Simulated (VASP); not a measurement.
**Ti3CuBr: relaxation of cell and atoms with PBE**

Ti3CuBr:

```xyz
5
Lattice="4.4080 0.0000 0.0000 0.0000 4.4080 0.0000 0.0000 0.0000 4.4080" Properties=species:S:1:pos:R:3 pbc="T T T"
Ti    0.0000    2.2040    2.2040
Ti    2.2040    2.2040    0.0000
Ti    2.2040    0.0000    2.2040
Cu    2.2040    2.2040    2.2040
Br    0.0000    0.0000    0.0000
```

The cell was generated, and may not be a known phase.

* Program: VASP 6.6.1
* Task: relaxation of cell and atoms
* Functional: PBE
* Potentials or basis: VASP PAW PBE potentials, release 64 (Ti_sv, Cu, Br)
* Cutoff: 600 eV
* k mesh: 4 × 4 × 4
* Occupations: gaussian, width 0.1 eV
* Spin: collinear spin
* Starting moments: [1.0, 1.0, 1.0, 1.0, 0.0] μB
* Dipole correction: no
* Further INCAR settings: ALGO = Normal; EDIFF = 1e-06; IBRION = 2; EDIFFG = -0.04; NSW = 90; ISIF = 3

The relaxed volume is 20.76 Å³/atom, the relaxed cell is a = 4.699 Å, b = 4.699 Å, c = 4.699 Å, α = 90.00°, β = 90.00°, γ = 90.00° and the space group after relaxing (to 0.1 Å) is Pm-3m (No. 221). The energy gained by relaxing is 196.5 meV/atom. The ionic steps are 3. The pressure after relaxing is 0.1 GPa and the band gap on the k mesh is zero (filled and empty bands overlap). The net moment is 0.00 μB per cell and the valence electrons inside the program's atomic spheres are Ti 10.14; Cu 10.39; Br 4.74.

Step by step:
```csv
step,energy change (eV),largest force (eV/Å),pressure (GPa),volume (Å³)
1,0.0000,0.0000,20.40,85.65
2,-0.7370,0.0000,-6.06,115.63
3,-0.9824,0.0000,0.09,103.79
```

Final structure:
```
Ti Cu Br
1.0
     4.69947    0.00000    0.00000
     0.00000    4.69947    0.00000
     0.00000    0.00000    4.69947
Ti Cu Br
3 1 1
Direct
  0.00000 0.50000 0.50000
  0.50000 0.50000 0.00000
  0.50000 0.00000 0.50000
  0.50000 0.50000 0.50000
  0.00000 0.00000 0.00000
```

Levels at points of the mesh, in eV from the Fermi level:
Spin up:
```tsv
k point	band 23	band 24	band 25	band 26	band 27	band 28	band 29	band 30	band 31	band 32
(0.00, 0.00, 0.00)	-1.32	-1.28	-1.28	-0.26	-0.26	-0.26	0.92	0.92	0.92	1.80
(0.50, 0.00, 0.00)	-2.05	-0.72	-0.72	-0.45	0.00	0.01	0.07	0.46	0.73	0.73
(0.50, 0.50, 0.00)	-1.52	-1.52	-1.23	0.29	0.29	0.44	0.50	0.50	0.69	0.75
(0.50, 0.50, 0.50)	-2.75	-2.75	-2.75	-0.23	0.12	0.12	0.12	0.38	0.38	0.38
```
Spin down:
```csv
k point,band 24,band 25,band 26,band 27,band 28,band 29,band 30,band 31
"(0.00, 0.00, 0.00)",-1.28,-1.28,-0.26,-0.26,-0.26,0.92,0.92,0.92
"(0.50, 0.00, 0.00)",-0.72,-0.72,-0.45,0.00,0.01,0.07,0.46,0.73
"(0.50, 0.50, 0.00)",-1.52,-1.23,0.29,0.29,0.44,0.50,0.50,0.69
"(0.50, 0.50, 0.50)",-2.75,-2.75,-0.23,0.12,0.12,0.12,0.38,0.38
```

Run time: 3 min on 1 thread of Intel(R) Xeon(R) 6975P-C (Granite Rapids), on a shared host, peak memory 0.27 GiB.

Caveat: the volume moved by over 15 % at a fixed basis, so the end points are rough.
